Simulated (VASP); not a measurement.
# BW16 (a cell with a defect) in VASP: single point with LDA

Aim: the single point of BW16 (a cell with a defect) with LDA.

All numbers are computed with VASP 6.6.1; they aren't measurements. Logs are shortened: lines on timing, memory, paths and dates and some standing lists are left out, and cuts for length are marked.

### Step 1. The cell of the first run

The cell holds a defect, 17 atoms: a = 6.320 Å, b = 6.320 Å, c = 6.320 Å, α = 90.00°, β = 90.00°, γ = 90.00°.

### Step 2. Single point, LDA

Contents of INCAR:

```
PREC = Accurate ; ENCUT = 520
EDIFF = 1E-6 ; ISMEAR = -1
SIGMA = 0.15 ; LREAL = Auto
LASPH = True ; NELM = 100
ALGO = Normal ; ISIF = 2
LWAVE = False ; LCHARG = False
GGA = CA ; NBANDS = 128
```

Contents of KPOINTS:

```
Automatic mesh
0
Gamma
  2 2 2
```

Contents of POSCAR:

```
BW16
1.0
    6.3200000000      0.0000000000      0.0000000000
    0.0000000000      6.3200000000      0.0000000000
    0.0000000000      0.0000000000      6.3200000000
W B
16 1
Direct
    0.0008849920      0.0068763313     -0.0529361003
    0.5008615153      0.0068423288     -0.0020136011
    0.0008832179      0.5068571129     -0.0020128704
    0.0008884783      0.0068899320      0.5528069558
    0.2488813398      0.2548344438      0.2499424296
    0.5008712000      0.5068313049      0.0042586553
    0.5008617760      0.0068384509      0.5018904501
    0.7528494498      0.2548729177      0.2499418827
    0.0008822776      0.5068580294      0.5018899262
    0.2488954939      0.7588167258      0.2499403677
    0.2616741011      0.2676392751      0.7499376889
    0.5008707088      0.5068294493      0.4956071623
    0.7528363502      0.7587918081      0.2499399521
    0.7401142739      0.2676153044      0.7499376017
    0.2616499573      0.7460800208      0.7499366514
    0.7400876546      0.7460444177      0.7499362229
    0.0008949136      0.0069086471      0.2499368251
```

Potentials or basis: VASP PAW LDA potentials, release 64 (W_sv, B).

Command:

```
$ cat potpaw_LDA.64/W_sv/POTCAR potpaw_LDA.64/B/POTCAR > POTCAR
$ mpirun -np 1 vasp_std > vasp.out
```

OUTCAR:

```text
PREC = Accurate
   ENCUT = 520
   EDIFF = 1E-6
   ISMEAR = -1
   LREAL = Auto
   LASPH = True
   NELM = 100
   ISIF = 2
   GGA = CA

 ion  position               nearest neighbor table
   1  0.001  0.007  0.947-  17 1.91   4 2.49  14 2.64  11 2.64  15 2.64  16 2.64   5 2.93   8 2.93
                            10 2.93  13 2.93   2 3.18   3 3.18   3 3.18   2 3.18
   2  0.501  0.007  0.998-  15 2.73  11 2.73  14 2.73  16 2.73   5 2.74  10 2.74   8 2.74  13 2.74
                             7 3.14   6 3.16   6 3.16   1 3.18   1 3.18   7 3.18
   3  0.001  0.507  0.998-  16 2.73  15 2.73  11 2.73  14 2.73  10 2.74  13 2.74   8 2.74   5 2.74
                             9 3.14   6 3.16   6 3.16   1 3.18   1 3.18   9 3.18
   4  0.001  0.007  0.553-  17 1.91   1 2.49  14 2.64  11 2.64  15 2.64  16 2.64   5 2.93   8 2.93
                            10 2.93  13 2.93   9 3.18   7 3.18   7 3.18   9 3.18
   5  0.249  0.255  0.250-  17 2.22  12 2.74   6 2.74   7 2.74   2 2.74   9 2.74   3 2.74   4 2.93
                             1 2.93  10 3.13   8 3.13  11 3.16  11 3.16   8 3.19  10 3.19
   6  0.501  0.507  0.004-  11 2.67  16 2.67  14 2.67  15 2.67  13 2.74   8 2.74  10 2.74   5 2.74
                            12 3.11   3 3.16   2 3.16   2 3.16   3 3.16  12 3.21
   7  0.501  0.007  0.502-  15 2.73  11 2.73  16 2.73  14 2.73   5 2.74  10 2.74   8 2.74  13 2.74
                             2 3.14  12 3.16  12 3.16   4 3.18   4 3.18   2 3.18
   8  0.753  0.255  0.250-  17 2.22  12 2.74   6 2.74   9 2.74   7 2.74   3 2.74   2 2.74   4 2.93
                             1 2.93   5 3.13  13 3.14  14 3.16  14 3.16  13 3.18   5 3.19
   9  0.001  0.507  0.502-  16 2.73  15 2.73  14 2.73  11 2.73  10 2.74  13 2.74   8 2.74   5 2.74
                             3 3.14  12 3.16  12 3.16   4 3.18   4 3.18   3 3.18
  10  0.249  0.759  0.250-  17 2.22  12 2.74   6 2.74   9 2.74   3 2.74   7 2.74   2 2.74   4 2.93
                             1 2.93   5 3.13  13 3.14  15 3.16  15 3.16  13 3.18   5 3.19
  11  0.262  0.268  0.750-   4 2.64   1 2.64   6 2.67  12 2.67   2 2.73   7 2.73   3 2.73   9 2.73
                            14 3.02  15 3.02   5 3.16   5 3.16  15 3.30  14 3.30
  12  0.501  0.507  0.496-  11 2.67  16 2.67  14 2.67  15 2.68  13 2.74   8 2.74  10 2.74   5 2.74
                             6 3.11   9 3.16   7 3.16   7 3.16   9 3.16   6 3.21
  13  0.753  0.759  0.250-  17 2.22  12 2.74   6 2.74   9 2.74   3 2.74   7 2.74   2 2.74   1 2.93
                             4 2.93  10 3.14   8 3.14  16 3.16  16 3.16   8 3.18  10 3.18
  14  0.740  0.268  0.750-   4 2.64   1 2.64   6 2.67  12 2.67   9 2.73   3 2.73   2 2.73   7 2.73
                            16 3.02  11 3.02   8 3.16   8 3.16  11 3.30  16 3.30
  15  0.262  0.746  0.750-   1 2.64   4 2.64   6 2.67  12 2.68   7 2.73   2 2.73   9 2.73   3 2.73
                            16 3.02  11 3.02  10 3.16  10 3.16  11 3.30  16 3.30
  16  0.740  0.746  0.750-   1 2.64   4 2.64   6 2.67  12 2.67   9 2.73   3 2.73   7 2.73   2 2.73
                            14 3.02  15 3.02  13 3.16  13 3.16  15 3.30  14 3.30
  17  0.001  0.007  0.250-   4 1.91   1 1.91   5 2.22   8 2.22  10 2.22  13 2.22

  LATTYP: Found a simple cubic cell.
 ALAT       =     6.3200000000

  Lattice vectors:

 A1 = (   6.3200000000,   0.0000000000,   0.0000000000)
 A2 = (   0.0000000000,   6.3200000000,   0.0000000000)
 A3 = (   0.0000000000,   0.0000000000,   6.3200000000)

Analysis of symmetry for initial positions (statically):
=====================================================================
 Subroutine PRICEL returns:
 Original cell was already a primitive cell.

 Routine SETGRP: Setting up the symmetry group for a
 simple cubic supercell.

 Subroutine GETGRP returns: Found  1 space group operations
 (whereof  1 operations were pure point group operations)
 out of a pool of 48 trial point group operations.

The static configuration has the point symmetry C_1 .

Analysis of symmetry for dynamics (positions and initial velocities):
=====================================================================
 Subroutine PRICEL returns:
 Original cell was already a primitive cell.

 Routine SETGRP: Setting up the symmetry group for a
 simple cubic supercell.

 Subroutine GETGRP returns: Found  1 space group operations
 (whereof  1 operations were pure point group operations)
 out of a pool of 48 trial point group operations.

The dynamic configuration has the point symmetry C_1 .

 Subroutine INISYM returns: Found  1 space group operations
 (whereof  1 operations are pure point group operations),
 and found     1 'primitive' translations

----------------------------------------------------------------------------------------

                                     Primitive cell

  volume of cell :     252.4360

  direct lattice vectors                    reciprocal lattice vectors
     6.320000000  0.000000000  0.000000000     0.158227848  0.000000000  0.000000000
     0.000000000  6.320000000  0.000000000     0.000000000  0.158227848  0.000000000
     0.000000000  0.000000000  6.320000000     0.000000000  0.000000000  0.158227848

  length of vectors
     6.320000000  6.320000000  6.320000000     0.158227848  0.158227848  0.158227848

  position of ions in fractional coordinates (direct lattice)
     0.000884992  0.006876331  0.947063900
     0.500861515  0.006842329  0.997986399
     0.000883218  0.506857113  0.997987130
     0.000888478  0.006889932  0.552806956
     0.248881340  0.254834444  0.249942430
     0.500871200  0.506831305  0.004258655
[... 9 lines left out ...]
     0.740087655  0.746044418  0.749936223
     0.000894914  0.006908647  0.249936825

  ion indices of the primitive-cell ions
   primitive index   ion index
                 1           1
                 2           2
                 3           3
                 4           4
                 5           5
                 6           6
[... 9 lines left out ...]
                16          16
                17          17

----------------------------------------------------------------------------------------

 KPOINTS: Automatic mesh

Automatic generation of k-mesh.
 Grid dimensions read from file:
 generate k-points for:    2    2    2

 Generating k-lattice:

  Cartesian coordinates                     Fractional coordinates (reciprocal lattice)
     0.079113924  0.000000000  0.000000000     0.500000000  0.000000000  0.000000000
     0.000000000  0.079113924  0.000000000     0.000000000  0.500000000  0.000000000
     0.000000000  0.000000000  0.079113924     0.000000000  0.000000000  0.500000000

  Length of vectors
     0.079113924  0.079113924  0.079113924

  Shift w.r.t. Gamma in fractional coordinates (k-lattice)
     0.000000000  0.000000000  0.000000000

 Subroutine IBZKPT returns following result:
 ===========================================

 Found      8 irreducible k-points:

 Following reciprocal coordinates:
            Coordinates               Weight
  0.000000  0.000000  0.000000      1.000000
  0.500000  0.000000  0.000000      1.000000
  0.000000  0.500000  0.000000      1.000000
  0.000000  0.000000  0.500000      1.000000
  0.500000  0.500000  0.000000      1.000000
  0.000000  0.500000  0.500000      1.000000
  0.500000  0.000000  0.500000      1.000000
  0.500000  0.500000  0.500000      1.000000
   k-points           NKPTS =      8   k-points in BZ     NKDIM =      8   number of bands    NBANDS=    128
   number of dos      NEDOS =    301   number of ions     NIONS =     17
   total plane-waves  NPLWV = 110592
   dimension x,y,z NGX =    48 NGY =   48 NGZ =   48
   dimension x,y,z NGXF=    96 NGYF=   96 NGZF=   96
   ions per type =              16   1
   NGX,Y,Z   is equivalent  to a cutoff of  12.63, 12.63, 12.63 a.u.
   NGXF,Y,Z  is equivalent  to a cutoff of  25.25, 25.25, 25.25 a.u.
 SYSTEM =  unknown system
   PREC   = accura    normal or accurate (medium, high low for compatibility)
   ISTART =      0    job   : 0-new  1-cont  2-samecut
   ICHARG =      2    charge: 1-file 2-atom 10-const
   ISPIN  =      1    spin polarized calculation?
   LNONCOLLINEAR =      F non collinear calculations
   LSORBIT =      F    spin-orbit coupling
   LASPH  =      T    aspherical Exc in radial PAW
   ENCUT  =  520.0 eV  38.22 Ry    6.18 a.u.  11.75 11.75 11.75*2*pi/ulx,y,z
   NELM   =    100;   NELMIN=  2; NELMDL= -5     # of ELM steps
   EDIFF  = 0.1E-05   stopping-criterion for ELM
   LREAL  =      T    real-space projection
   EDIFFG = 0.1E-04   stopping-criterion for IOM
   NSW    =      0    number of steps for IOM
   IBRION =     -1    ionic relax: 0-MD 1-quasi-New 2-CG
   NFREE  =      0    steps in history (QN), initial steepest desc. (CG)
   ISIF   =      2    stress and relaxation
   ISYM   =      2    0-nonsym 1-usesym 2-fastsym
   POTIM  = 0.5000    time-step for ionic-motion
   TEBEG  =    0.0;   TEEND  =   0.0 temperature during run
   PSTRESS=    0.0 pullay stress
   NELECT =     227.0000    total number of electrons
   NUPDOWN=      -1.0000    fix difference up-down
   EMIN   =  10.00;   EMAX   =-10.00  energy-range for DOS
   EFERMI =   0.00;   METHOD = LEGACY
   ISMEAR =    -1;   SIGMA  =   0.15  broadening in eV -4-tet -1-fermi 0-gaus
   EFERMI_NEDOS =   21; number of points for ismear=-14 and -15
   IALGO  =     38    algorithm
   IMIX   =      4    mixing-type and parameters
     AMIX     =   0.40;   BMIX     =  1.00
     AMIX_MAG =   1.60;   BMIX_MAG =  1.00
  volume/ion in A,a.u.               =      14.85       100.21
  Fermi-wavevector in a.u.,A,eV,Ry     =   1.580155  2.986060 33.972251  2.496890
  Thomas-Fermi vector in A             =   2.680426
   LORBIT       =      0    0 simple, 1 ext, 2 COOP (PROOUT), +10 PAW based schemes
   GGA     = CA    functional components
   LHFCALC =     F    Hartree Fock is set to
   AEXX    =    0.0000 exact exchange contribution
   IVDW    =     0    specifies the selected vdW correction
   LEPSILON=     F    determine dielectric tensor
   LRPA    =     F    only Hartree local field effects (RPA)
 non-spin polarized calculation
  energy-cutoff  :      520.00
  volume of cell :      252.44
 maximum number of plane-waves:      6859
 NGX is ok and might be reduce to    48
   NGX = 23   NGY = 23   NGZ = 23

 number of electron     226.9999995 magnetization

 Free energy of the ion-electron system (eV)
  ---------------------------------------------------
  ext. energy  EPLUGINS =         0.00000000
  ---------------------------------------------------
  free energy    TOTEN  =      -231.33165445 eV

  energy without entropy =     -230.73638762  energy(sigma->0) =     -231.03402104

 E-fermi :  11.5053     XC(G=0): -13.9410

 val. band max:       11.5031003785   @ k =   0.0000   0.0000   0.5000
 cond. band min:      11.5091898679   @ k =   0.0000   0.5000   0.5000
 fundamental gap:      0.0060894894
 Fermi energy:        11.5052873357

 k-point     1 :       0.0000    0.0000    0.0000
  band No.  band energies     occupation
      1     -62.0515      2.00000
      2     -61.9743      2.00000
      3     -61.9743      2.00000
      4     -61.9645      2.00000
      5     -61.9460      2.00000
      6     -61.9368      2.00000
[... 117 lines left out ...]
    124      13.4184      0.00001
    125      13.5327      0.00000

 k-point     2 :       0.5000    0.0000    0.0000
  band No.  band energies     occupation
      1     -62.0247      2.00000
      2     -62.0154      2.00000
      3     -61.9700      2.00000
      4     -61.9688      2.00000
      5     -61.9366      2.00000
      6     -61.9361      2.00000
[... 885 lines left out ...]
    124      13.9032      0.00000
    125      13.9213      0.00000
 [bands above 125 left out]

------------------------ aborting loop because EDIFF is reached ----------------------------------------

  FORCE on cell =-STRESS in cart. coord.  units (eV):
  Direction    XX          YY          ZZ          XY          YZ          ZX
  --------------------------------------------------------------------------------------
  -------------------------------------------------------------------------------------
  Total       -0.0385907     -0.0410867     23.5912119     -0.0006577      0.0000113      0.0004465
  in kB       -0.2449297     -0.2607719    149.7302671     -0.0041746      0.0000720      0.0028341
  external PRESSURE =      49.7415218 kB  Pullay stress =       0.0000000 kB

 VOLUME and BASIS-vectors are now :
 -----------------------------------------------------------------------------
  energy-cutoff  :      520.00
  volume of cell :      252.44
      direct lattice vectors                 reciprocal lattice vectors
     6.320000000  0.000000000  0.000000000     0.158227848  0.000000000  0.000000000
     0.000000000  6.320000000  0.000000000     0.000000000  0.158227848  0.000000000
     0.000000000  0.000000000  6.320000000     0.000000000  0.000000000  0.158227848

 POSITION                                       TOTAL-FORCE (eV/Angst)
 -----------------------------------------------------------------------------------
      0.00559      0.04346      5.98544        -0.001593     -0.003300      0.086420
      3.16544      0.04324      6.30727         0.002183     -0.000007      0.006785
      0.00558      3.20334      6.30728        -0.000917      0.000470      0.006741
      0.00562      0.04354      3.49374        -0.001923     -0.004410     -0.085991
      1.57293      1.61055      1.57964        -0.000467      0.000692     -0.000681
      3.16551      3.20317      0.02691         0.000263      0.001002      0.021123
[... 9 lines left out ...]
      4.67735      4.71500      4.73960        -0.006191     -0.004870      0.000069
      0.00566      0.04366      1.57960        -0.003453     -0.004126     -0.000511
 -----------------------------------------------------------------------------------
    total drift:                               -0.001148     -0.020445     -0.000405

  FREE ENERGIE OF THE ION-ELECTRON SYSTEM (eV)
  ---------------------------------------------------
  free  energy   TOTEN  =      -231.3316544545 eV

  energy  without entropy=     -230.7363876241  energy(sigma->0) =     -231.03402104
```

It took 12 min on 1 thread of Oxide Virtual Turin-like, shared host; peak memory 0.34 GiB.

Results:

| Quantity | Value |
| --- | --- |
| Free energy | -231.3317 eV |
| Pressure | 5.0 GPa |
| Largest force | 0.086 eV/Å |
| Band gap on the k mesh | zero (an odd number of electrons rules out a gap without spin polarisation) |

Forces on the atoms (eV/Å):
```
W   -0.002 -0.003  0.086
W    0.002  0.000  0.007
W   -0.001  0.000  0.007
W   -0.002 -0.004 -0.086
W    0.000  0.001 -0.001
W    0.000  0.001  0.021
W    0.003  0.000 -0.007
W    0.003 -0.005 -0.001
W   -0.001  0.000 -0.007
W   -0.007  0.004  0.000
W    0.008  0.006  0.000
W    0.000  0.002 -0.020
W    0.009  0.010  0.000
W   -0.010  0.007  0.000
W    0.007 -0.009  0.000
W   -0.006 -0.005  0.000
B   -0.003 -0.004 -0.001
```

Levels at points of the mesh, in eV from the Fermi level:
```
           k point  band 110  band 111  band 112  band 113  band 114  band 115  band 116  band 117
(0.00, 0.00, 0.00)     -0.42     -0.24     -0.24      0.28      0.75      0.79      0.79      0.79
(0.50, 0.00, 0.00)     -0.86     -0.81     -0.42     -0.24     -0.23      0.05      0.59      0.75
(0.00, 0.50, 0.00)     -0.86     -0.81     -0.42     -0.24     -0.23      0.05      0.59      0.75
(0.00, 0.00, 0.50)     -0.80     -0.80     -0.38     -0.31      0.00      0.55      0.79      1.05
(0.50, 0.50, 0.00)     -0.44     -0.44     -0.43     -0.21     -0.21      0.13      0.21      0.40
(0.00, 0.50, 0.50)     -0.99     -0.74     -0.70     -0.31      0.00      0.05      0.23      0.73
(0.50, 0.00, 0.50)     -0.99     -0.74     -0.70     -0.31      0.00      0.05      0.23      0.73
(0.50, 0.50, 0.50)     -2.56     -2.47     -2.47     -0.90      1.95      1.98      1.99      1.99
```

Caveat: the k points lie up to 0.50 Å⁻¹ apart, too coarse for converged energies and pressures of a metal; spin-orbit coupling is left out, which moves the levels of the heavy elements.
